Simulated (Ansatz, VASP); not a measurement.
## One calculation of W, two programs

File INCAR:

```
PREC = Accurate
ENCUT = 520
EDIFF = 1E-6
ISMEAR = -1
SIGMA = 0.05
LREAL = F
LASPH = T
NELM = 150
ALGO = Fast
ISIF = 2
LWAVE = F
LCHARG = T
LNONCOLLINEAR = T
MAGMOM = 0 0 0
LORBIT = 11
LSORBIT = T
GGA_COMPAT = F
LORBMOM = T
LMAXMIX = 4
LVHAR = T
NBANDS = 25
```

Contents of KPOINTS:

```
Automatic mesh
0
Gamma
  12 12 12
```

Contents of POSCAR:

```
W
1.0
   -1.5609593379      1.5609593379      1.5609593379
    1.5609593379     -1.5609593379      1.5609593379
    1.5609593379      1.5609593379     -1.5609593379
W
1
Direct
    0.0000000000      0.0000000000      0.0000000000
```

input.yaml

```yaml
crystal:
  lattice:
    - [-1.5609593379, 1.5609593379, 1.5609593379]
    - [1.5609593379, -1.5609593379, 1.5609593379]
    - [1.5609593379, 1.5609593379, -1.5609593379]
  atoms:
    - { symbol: W, position: [0.0, 0.0, 0.0] }
hamiltonian:
  xc: lda
  pseudopotentials: { kind: paw_fr }
magnetization:
  noncollinear: true
  spin_orbit: true
kpoints:
  mp_grid: { grid: [12, 12, 12] }
scf:
  occupations: { method: fermi_dirac, width: 0.05 }
output:
  forces: true
  stress: true
  eigenvalues: true
```

Alike in both runs: task single point; functional LDA; k mesh 12 × 12 × 12; occupations fermi-dirac, width 0.05 eV; non-collinear spin, spin-orbit coupling.

|  | VASP | Ansatz |
| --- | --- | --- |
| version | VASP 6.6.1 | Ansatz 0.2.0 |
| potentials or method | VASP PAW LDA potentials, release 64 (W_sv) | Ansatz PAW |
| plane-wave cutoff (eV) | 520 | 420 |
| valence electrons in the cell | 14 | 14 |

```tsv
	VASP	Ansatz	Ansatz less VASP
pressure (GPa)	6.9	4.8	-2.11
net moment per atom (μB)	0.00	0.00	0.000
```

LDA's correlation is that of Perdew and Zunger in VASP and of Perdew and Wang (1992) in Ansatz.
